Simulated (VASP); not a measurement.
Write the native input for VASP 6.6.1 that does the following.

```yaml
Task: relaxation of cell and atoms
Functional: PBE
Potentials_or_basis: VASP PAW PBE potentials, release 64 (Al, O)
Cutoff: 600 eV
k_mesh: 6 × 6 × 6
Occupations: gaussian, width 0.1 eV
Spin: no spin polarisation
Dipole_correction: no
Further_INCAR_settings: ALGO = Normal; EDIFF = 1e-07; IBRION = 2; EDIFFG = -0.04; NSW = 90; ISIF = 3
```

The structure of Al2O lies in POSCAR:

```
Al2O
1.0
    0.0000000000      2.7696624500      3.9837538400
    2.1462966100      0.0000000000      3.9837538400
    2.1462966100      2.7696624500      0.0000000000
Al O
2 1
Direct
    0.5000000000      0.5000000000      0.0000000000
    0.0000000000      0.0000000000      0.5000000000
    0.0000000000      0.0000000000      0.0000000000
```

The cell was built from a structure type or drawn by symmetry, and may not be a known phase.

The input as run:

INCAR

```
ALGO = Normal
EDIFF = 1E-7
EDIFFG = -0.04
ENCUT = 600
GGA = PE
IBRION = 2
ISIF = 3
ISMEAR = 0
LASPH = T
LCHARG = F
LREAL = F
LWAVE = F
NELM = 80
NSW = 90
PREC = Accurate
SIGMA = 0.1
```

KPOINTS

```
k-points
0
Gamma
  6 6 6
```

Potentials or basis: VASP PAW PBE potentials, release 64 (Al, O).

Run with:

```sh
$ cat potpaw_PBE.64/Al/POTCAR potpaw_PBE.64/O/POTCAR > POTCAR
$ mpirun -np 1 vasp_std > vasp.out
```

It gave:

| Item | Value |
| --- | --- |
| Relaxed volume | 15.43 Å³/atom |
| Relaxed cell | a = 4.303 Å, b = 3.873 Å, c = 4.007 Å, α = 66.17°, β = 55.42°, γ = 58.41° |
| Space group after relaxing (to 0.1 Å) | Fmmm (No. 69) |
| Energy gained by relaxing | 954.5 meV/atom |
| Ionic steps | 16 |
| Pressure after relaxing | 0.0 GPa |
| Band gap on the k mesh | zero (bands 6 and 7 overlap by 2.91 eV) |

Run time: 3.9 min on 1 thread of Intel(R) Xeon(R) Platinum 8259CL CPU @ 2.50GHz (Skylake/Cascade Lake), with other jobs on the host, peak memory 0.21 GiB.
